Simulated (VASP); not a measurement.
# Si6H2F in VASP: single point with PBE+D3(BJ)

Aim: the single point of Si6H2F with PBE+D3(BJ).

All numbers are computed with VASP 6.6.1; they aren't measurements. Logs are shortened: lines on timing, memory, paths and dates and some standing lists are left out, and cuts for length are marked.

### Step 1. The cell of the first run

The cell holds a slab with vacuum, 36 atoms: a = 7.667 Å, b = 7.667 Å, c = 25.112 Å, α = 90.00°, β = 90.00°, γ = 90.00°.

### Step 2. Single point, PBE+D3(BJ)

Input file INCAR:

```
SYSTEM = Si6H2F
PREC = Accurate
ENCUT = 520
EDIFF = 1E-6
ISMEAR = 0
SIGMA = 0.05
LREAL = Auto
LASPH = .TRUE.
NELM = 100
ALGO = Normal
ISIF = 2
LWAVE = .FALSE.
LCHARG = .FALSE.
LDIPOL = .TRUE.
IDIPOL = 3
DIPOL = 0.5 0.5 0.469
GGA = PE
IVDW = 12
NBANDS = 90
```

Input file KPOINTS:

```
Automatic mesh
0
G
  2 2 1
  0 0 0
```

Input file POSCAR:

```
Si6H2F
1.0
    7.6671877214      0.0000000000      0.0000000000
    0.0000000000      7.6671877214      0.0000000000
    0.0000000000      0.0000000000     25.1122849256
Si H F
24 8 4
Direct
    0.5000000000      0.2500000000      0.3516758596
    0.5000000000      0.7500000000      0.3516758596
    0.0000000000      0.2500000000      0.3516758596
    0.0000000000      0.7500000000      0.3516758596
    0.5000000000      0.5000000000      0.4056486507
    0.5000000000      0.0000000000      0.4056486507
    0.0000000000      0.5000000000      0.4056486507
    0.0000000000      0.0000000000      0.4056486507
    0.7500000000      0.5000000000      0.4596214417
    0.7500000000      0.0000000000      0.4596214417
    0.2500000000      0.5000000000      0.4596214417
    0.2500000000      0.0000000000      0.4596214417
    0.7500000000      0.7500000000      0.5114249248
    0.7500000000      0.2500000000      0.5114249248
    0.2500000000      0.7500000000      0.5155316208
    0.2500000000      0.2500000000      0.5155316208
   -0.0064760259      0.7500000000      0.5679537656
   -0.0064760259      0.2500000000      0.5679537656
    0.5064760259      0.7500000000      0.5679537656
    0.5064760259      0.2500000000      0.5679537656
    0.9089712363      0.0000000000      0.6155551916
    0.9089712363      0.5000000000      0.6155551916
    0.5910287637      0.0000000000      0.6155551916
    0.5910287637      0.5000000000      0.6155551916
    0.3512804984      0.2500000000      0.3143809911
    0.3512804984      0.7500000000      0.3143809911
    0.8499716513      0.2500000000      0.3149300299
    0.8499716513      0.7500000000      0.3149300299
    0.6500283487      0.2500000000      0.3149300299
    0.6500283487      0.7500000000      0.3149300299
    0.1487195016      0.2500000000      0.3143809911
    0.1487195016      0.7500000000      0.3143809911
    0.9796509233      0.0000000000      0.6763220487
    0.9796509233      0.5000000000      0.6763220487
    0.5203490767      0.0000000000      0.6763220487
    0.5203490767      0.5000000000      0.6763220487
```

Potentials or basis: VASP PAW PBE potentials, release 64 (Si, H, F).

Started as:

```console
> cat potpaw_PBE.64/Si/POTCAR potpaw_PBE.64/H/POTCAR potpaw_PBE.64/F/POTCAR > POTCAR
> mpirun -np 1 vasp_std > vasp.out
```

OUTCAR:

```text
SYSTEM = Si6H2F
   PREC = Accurate
   ENCUT = 520
   EDIFF = 1E-6
   ISMEAR = 0
   LREAL = Auto
   LASPH = .TRUE.
   NELM = 100
   ISIF = 2
   GGA = PE
   IVDW = 12
 IVDW          = 12

 ion  position               nearest neighbor table
   1  0.500  0.250  0.352-  29 1.47  25 1.48   5 2.35   6 2.35
   2  0.500  0.750  0.352-  30 1.47  26 1.48   5 2.35   6 2.35
   3  0.000  0.250  0.352-  27 1.47  31 1.48   7 2.35   8 2.35
   4  0.000  0.750  0.352-  28 1.47  32 1.48   7 2.35   8 2.35
   5  0.500  0.500  0.406-   9 2.35  11 2.35   1 2.35   2 2.35
   6  0.500  0.000  0.406-  10 2.35  12 2.35   1 2.35   2 2.35
[... 16 lines left out ...]
  23  0.591  0.000  0.616-  35 1.62  20 2.35  19 2.35  21 2.44
  24  0.591  0.500  0.616-  36 1.62  20 2.35  19 2.35  22 2.44
  25  0.351  0.250  0.314-   1 1.48
  26  0.351  0.750  0.314-   2 1.48
  27  0.850  0.250  0.315-   3 1.47
  28  0.850  0.750  0.315-   4 1.47
  29  0.650  0.250  0.315-   1 1.47
  30  0.650  0.750  0.315-   2 1.47
  31  0.149  0.250  0.314-   3 1.48
  32  0.149  0.750  0.314-   4 1.48
  33  0.980  0.000  0.676-  21 1.62
  34  0.980  0.500  0.676-  22 1.62
  35  0.520  0.000  0.676-  23 1.62
  36  0.520  0.500  0.676-  24 1.62

  LATTYP: Found a simple tetragonal cell.
 ALAT       =     7.6671877214
 C/A-ratio  =     3.2752928242

  Lattice vectors:

 A1 = (   7.6671877214,   0.0000000000,   0.0000000000)
 A2 = (   0.0000000000,   7.6671877214,   0.0000000000)
 A3 = (   0.0000000000,   0.0000000000,  25.1122849256)

Analysis of symmetry for initial positions (statically):
=====================================================================
 Subroutine PRICEL returns following result:

  LATTYP: Found a simple orthorhombic cell.
 ALAT       =     3.8335938607
 B/A-ratio  =     2.0000000000
 C/A-ratio  =     6.5505856484

  Lattice vectors:

 A1 = (   0.0000000000,  -3.8335938607,   0.0000000000)
 A2 = (   7.6671877214,   0.0000000000,   0.0000000000)
 A3 = (   0.0000000000,   0.0000000000,  25.1122849256)

   2 primitive cells build up your supercell.

 Routine SETGRP: Setting up the symmetry group for a
 simple tetragonal supercell.

 Subroutine GETGRP returns: Found  4 space group operations
 (whereof  2 operations were pure point group operations)
 out of a pool of 16 trial point group operations.

The static configuration has the point symmetry C_1h.
 The point group associated with its full space group is C_2v.

Analysis of symmetry for dynamics (positions and initial velocities):
=====================================================================
 Subroutine PRICEL returns following result:

  LATTYP: Found a simple orthorhombic cell.
 ALAT       =     3.8335938607
 B/A-ratio  =     2.0000000000
 C/A-ratio  =     6.5505856484

  Lattice vectors:

 A1 = (   0.0000000000,  -3.8335938607,   0.0000000000)
 A2 = (   7.6671877214,   0.0000000000,   0.0000000000)
 A3 = (   0.0000000000,   0.0000000000,  25.1122849256)

   2 primitive cells build up your supercell.

 Routine SETGRP: Setting up the symmetry group for a
 simple tetragonal supercell.

 Subroutine GETGRP returns: Found  4 space group operations
 (whereof  2 operations were pure point group operations)
 out of a pool of 16 trial point group operations.

The dynamic configuration has the point symmetry C_1h.
 The point group associated with its full space group is C_2v.

 Subroutine INISYM returns: Found  4 space group operations
 (whereof  2 operations are pure point group operations),
 and found     2 'primitive' translations

----------------------------------------------------------------------------------------

                                     Primitive cell

  volume of cell :     738.1225

  direct lattice vectors                    reciprocal lattice vectors
     0.000000000 -3.833593861  0.000000000     0.000000000 -0.260851837  0.000000000
     7.667187721  0.000000000  0.000000000     0.130425918  0.000000000  0.000000000
     0.000000000  0.000000000 25.112284926     0.000000000  0.000000000  0.039821147

  length of vectors
     3.833593861  7.667187721 25.112284926     0.260851837  0.130425918  0.039821147

  position of ions in fractional coordinates (direct lattice)
     0.500000000  0.500000000  0.351675860
     0.500000000  0.000000000  0.351675860
     1.000000000  0.500000000  0.405648651
     1.000000000  0.000000000  0.405648651
     1.000000000  0.750000000  0.459621442
     1.000000000  0.250000000  0.459621442
[... 10 lines left out ...]
     0.000000000  0.979650923  0.676322049
     0.000000000  0.520349077  0.676322049

  ion indices of the primitive-cell ions
   primitive index   ion index
                 1           1
                 2           3
                 3           5
                 4           7
                 5           9
                 6          11
[... 10 lines left out ...]
                17          33
                18          35

----------------------------------------------------------------------------------------

 KPOINTS: Automatic mesh

Automatic generation of k-mesh.
 Grid dimensions read from file:
 generate k-points for:    2    2    1

 Generating k-lattice:

  Cartesian coordinates                     Fractional coordinates (reciprocal lattice)
     0.065212959  0.000000000  0.000000000     0.500000000  0.000000000  0.000000000
     0.000000000  0.065212959  0.000000000     0.000000000  0.500000000  0.000000000
     0.000000000  0.000000000  0.039821147     0.000000000  0.000000000  1.000000000

  Length of vectors
     0.065212959  0.065212959  0.039821147

  Shift w.r.t. Gamma in fractional coordinates (k-lattice)
     0.000000000  0.000000000  0.000000000

 Subroutine IBZKPT returns following result:
 ===========================================

 Found      4 irreducible k-points:

 Following reciprocal coordinates:
            Coordinates               Weight
  0.000000  0.000000  0.000000      1.000000
  0.500000  0.000000  0.000000      1.000000
  0.000000  0.500000  0.000000      1.000000
  0.500000  0.500000  0.000000      1.000000
   k-points           NKPTS =      4   k-points in BZ     NKDIM =      4   number of bands    NBANDS=     90
   number of dos      NEDOS =    301   number of ions     NIONS =     36
   total plane-waves  NPLWV = 691200
   dimension x,y,z NGX =    60 NGY =   60 NGZ =  192
   dimension x,y,z NGXF=   120 NGYF=  120 NGZF=  384
   ions per type =              24   8   4
   NGX,Y,Z   is equivalent  to a cutoff of  13.01, 13.01, 12.71 a.u.
   NGXF,Y,Z  is equivalent  to a cutoff of  26.02, 26.02, 25.42 a.u.
 SYSTEM =  Si6H2F
   PREC   = accura    normal or accurate (medium, high low for compatibility)
   ISTART =      0    job   : 0-new  1-cont  2-samecut
   ICHARG =      2    charge: 1-file 2-atom 10-const
   ISPIN  =      1    spin polarized calculation?
   LNONCOLLINEAR =      F non collinear calculations
   LSORBIT =      F    spin-orbit coupling
   LASPH  =      T    aspherical Exc in radial PAW
   ENCUT  =  520.0 eV  38.22 Ry    6.18 a.u.  14.26 14.26 46.69*2*pi/ulx,y,z
   NELM   =    100;   NELMIN=  2; NELMDL= -5     # of ELM steps
   EDIFF  = 0.1E-05   stopping-criterion for ELM
   LREAL  =      T    real-space projection
   EDIFFG = 0.1E-04   stopping-criterion for IOM
   NSW    =      0    number of steps for IOM
   IBRION =     -1    ionic relax: 0-MD 1-quasi-New 2-CG
   NFREE  =      0    steps in history (QN), initial steepest desc. (CG)
   ISIF   =      2    stress and relaxation
   ISYM   =      2    0-nonsym 1-usesym 2-fastsym
   POTIM  = 0.5000    time-step for ionic-motion
   TEBEG  =    0.0;   TEEND  =   0.0 temperature during run
   PSTRESS=    0.0 pullay stress
   NELECT =     132.0000    total number of electrons
   NUPDOWN=      -1.0000    fix difference up-down
   EMIN   =  10.00;   EMAX   =-10.00  energy-range for DOS
   EFERMI =   0.00;   METHOD = LEGACY
   ISMEAR =     0;   SIGMA  =   0.05  broadening in eV -4-tet -1-fermi 0-gaus
   EFERMI_NEDOS =   21; number of points for ismear=-14 and -15
   IALGO  =     38    algorithm
   IMIX   =      4    mixing-type and parameters
     AMIX     =   0.40;   BMIX     =  1.00
     AMIX_MAG =   1.60;   BMIX_MAG =  1.00
  volume/ion in A,a.u.               =      41.01       276.73
  Fermi-wavevector in a.u.,A,eV,Ry     =   0.732060  1.383393  7.291523  0.535912
  Thomas-Fermi vector in A             =   1.824430
   LORBIT       =      0    0 simple, 1 ext, 2 COOP (PROOUT), +10 PAW based schemes
   GGA     = PE    functional components
   LHFCALC =     F    Hartree Fock is set to
   AEXX    =    0.0000 exact exchange contribution
   IVDW    =    12    specifies the selected vdW correction
   LEPSILON=     F    determine dielectric tensor
   LRPA    =     F    only Hartree local field effects (RPA)
 non-spin polarized calculation
 Gauss-broadening in eV      SIGMA  =   0.05
  energy-cutoff  :      520.00
  volume of cell :     1476.24
 maximum number of plane-waves:     39804
 NGX is ok and might be reduce to    60
   NGX = 29   NGY = 29   NGZ = 93

 dipolmoment           0.000000      0.000000     -0.015851 electrons x Angstroem

 number of electron     132.0000016 magnetization

 dipolmoment           0.000000      0.000000      0.552508 electrons x Angstroem

 Free energy of the ion-electron system (eV)
  ---------------------------------------------------
  ext. energy  EPLUGINS =         0.00000000
  ---------------------------------------------------
  free energy    TOTEN  =      -175.17504553 eV

  energy without entropy =     -175.17504553  energy(sigma->0) =     -175.17504553

 E-fermi :  -1.5541     XC(G=0):  -4.0273

 val. band max:       -1.7842044792   @ k =   0.5000   0.0000   0.0000
 cond. band min:      -0.8026082406   @ k =   0.0000   0.0000   0.0000
 fundamental gap:      0.9815962386
 Fermi energy:        -1.5541024939

 k-point     1 :       0.0000    0.0000    0.0000
  band No.  band energies     occupation
      1     -26.0659      2.00000
      2     -26.0532      2.00000
      3     -26.0377      2.00000
      4     -26.0262      2.00000
      5     -13.1958      2.00000
      6     -12.3008      2.00000
[... 70 lines left out ...]
     77       0.8594      0.00000
     78       0.8628      0.00000

 k-point     2 :       0.5000    0.0000    0.0000
  band No.  band energies     occupation
      1     -26.0643      2.00000
      2     -26.0518      2.00000
      3     -26.0394      2.00000
      4     -26.0277      2.00000
      5     -12.8592      2.00000
      6     -12.4761      2.00000
[... 70 lines left out ...]
     77       1.0550      0.00000
     78       1.0644      0.00000

 k-point     3 :       0.0000    0.5000    0.0000
  band No.  band energies     occupation
      1     -26.0596      2.00000
      2     -26.0596      2.00000
      3     -26.0320      2.00000
      4     -26.0320      2.00000
      5     -12.6632      2.00000
      6     -12.6632      2.00000
[... 70 lines left out ...]
     77       1.2249      0.00000
     78       1.2249      0.00000

 k-point     4 :       0.5000    0.5000    0.0000
  band No.  band energies     occupation
      1     -26.0580      2.00000
      2     -26.0580      2.00000
      3     -26.0335      2.00000
      4     -26.0335      2.00000
      5     -12.3186      2.00000
      6     -12.3186      2.00000
[... 70 lines left out ...]
     77       1.6257      0.00000
     78       1.6257      0.00000
 [bands above 78 left out]

------------------------ aborting loop because EDIFF is reached ----------------------------------------

 vacuum level on the upper side and lower side of the slab       (xc-potential included)         0.721        -0.940

 Edisp (eV)   -6.28170

 E8    (eV) :    -2.5995

  FORCE on cell =-STRESS in cart. coord.  units (eV):
  Direction    XX          YY          ZZ          XY          YZ          ZX
  --------------------------------------------------------------------------------------
  -------------------------------------------------------------------------------------
  Total      12.54038     2.48687    -0.50476     0.00000     0.00000     0.00000
  in kB      13.61015     2.69902    -0.54782     0.00000     0.00000     0.00000
  external pressure =        5.25 kB  Pullay stress =        0.00 kB

 VOLUME and BASIS-vectors are now :
 -----------------------------------------------------------------------------
  energy-cutoff  :      520.00
  volume of cell :     1476.24
      direct lattice vectors                 reciprocal lattice vectors
     7.667187721  0.000000000  0.000000000     0.130425918  0.000000000  0.000000000
     0.000000000  7.667187721  0.000000000     0.000000000  0.130425918  0.000000000
     0.000000000  0.000000000 25.112284926     0.000000000  0.000000000  0.039821147

 POSITION                                       TOTAL-FORCE (eV/Angst)
 -----------------------------------------------------------------------------------
      3.83359      1.91680      8.83138        -0.073557     -0.000000      0.162934
      3.83359      5.75039      8.83138        -0.073557     -0.000000      0.162934
      0.00000      1.91680      8.83138         0.073557      0.000000      0.162934
      0.00000      5.75039      8.83138         0.073557     -0.000000      0.162934
      3.83359      3.83359     10.18676         0.041347      0.000000     -0.132571
      3.83359      0.00000     10.18676         0.041347     -0.000000     -0.132571
[... 28 lines left out ...]
      3.98961      0.00000     16.98399        -0.072422     -0.000000      0.192805
      3.98961      3.83359     16.98399        -0.072422     -0.000000      0.192805
 -----------------------------------------------------------------------------------
    total drift:                                0.000000     -0.000000      0.003430

  FREE ENERGIE OF THE ION-ELECTRON SYSTEM (eV)
  ---------------------------------------------------
  free  energy   TOTEN  =      -181.4567408588 eV

  energy  without entropy=     -181.4567408588  energy(sigma->0) =     -181.45674086

 vacuum level on the upper side and lower side of the slab         4.766         3.066
```

Run time: 24 min. Hardware: 1 thread of Intel Xeon Platinum 8375C at 2.90GHz (Ice Lake), shared host; peak memory 1.4 GiB.

What came out:

| Quantity | Value |
| --- | --- |
| Free energy | -181.4567 eV |
| Largest force | 0.463 eV/Å |
| Band gap on the k mesh | 0.98 eV |
| Dispersion energy per atom | -0.174 eV |

Forces in eV/Å, atoms in the order of the input:
```
Si  -0.074  0.000  0.163
Si  -0.074  0.000  0.163
Si   0.074  0.000  0.163
Si   0.074  0.000  0.163
Si   0.041  0.000 -0.133
Si   0.041  0.000 -0.133
Si  -0.041  0.000 -0.133
Si  -0.041  0.000 -0.133
Si   0.000  0.000 -0.463
Si   0.000  0.000 -0.463
Si   0.000  0.000  0.387
Si   0.000  0.000  0.387
Si   0.000  0.000 -0.005
Si   0.000  0.000 -0.005
Si   0.000  0.000  0.005
Si   0.000  0.000  0.005
Si  -0.005  0.000  0.003
Si  -0.005  0.000  0.003
Si   0.005  0.000  0.003
Si   0.005  0.000  0.003
Si  -0.071  0.000 -0.202
Si  -0.071  0.000 -0.202
Si   0.071  0.000 -0.202
Si   0.071  0.000 -0.202
H    0.006  0.000  0.008
H    0.006  0.000  0.008
H    0.005  0.000  0.006
H    0.005  0.000  0.006
H   -0.005  0.000  0.006
H   -0.005  0.000  0.006
H   -0.006  0.000  0.008
H   -0.006  0.000  0.008
F    0.072  0.000  0.193
F    0.072  0.000  0.193
F   -0.072  0.000  0.193
F   -0.072  0.000  0.193
```

Levels at points of the mesh, in eV from the valence-band top:
```csv
k point,band 64,band 65,band 66,band 67,band 68,band 69
"(0.00, 0.00, 0.00)",-0.48,-0.38,-0.17,0.98,1.31,1.36
"(0.50, 0.00, 0.00)",-0.77,-0.24,0.00,1.20,1.89,1.95
"(0.00, 0.50, 0.00)",-0.91,-0.49,-0.49,1.89,1.89,2.02
"(0.50, 0.50, 0.00)",-1.21,-0.84,-0.84,2.16,2.16,2.21
```
